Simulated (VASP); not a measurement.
A run of VASP 6.6.1 is set up as follows.

The input INCAR:

```
PREC = Accurate ; ENCUT = 600
EDIFF = 1E-6 ; ISMEAR = -1
SIGMA = 0.01 ; LREAL = F
LASPH = T ; NELM = 120
ALGO = Normal ; ISIF = 2
LWAVE = F ; LCHARG = F
GGA = CA ; NBANDS = 16
GGA_COMPAT = F
```

Contents of KPOINTS:

```
Automatic mesh
0
Gamma
  8 8 8
```

File POSCAR:

```
GaN
1.0
    0.0000000000      2.1771180829      2.1771180829
    2.1771180829      0.0000000000      2.1771180829
    2.1771180829      2.1771180829      0.0000000000
Ga N
1 1
Direct
    0.0000000000      0.0000000000      0.0000000000
    0.5000000000      0.5000000000      0.5000000000
```

Potentials or basis: VASP PAW LDA potentials, release 64 (Ga_d, N).

Launch:

```console
$ cat potpaw_LDA.64/Ga_d/POTCAR potpaw_LDA.64/N/POTCAR > POTCAR
$ mpirun -np 1 vasp_std > vasp.out
```

Task: Predict the band gap on the k mesh.

Result: Zero (band 9 reaches 6.56 eV, above the bottom of band 10 at 6.48 eV).

Task: Predict the pressure.

Result: -21.6 GPa.
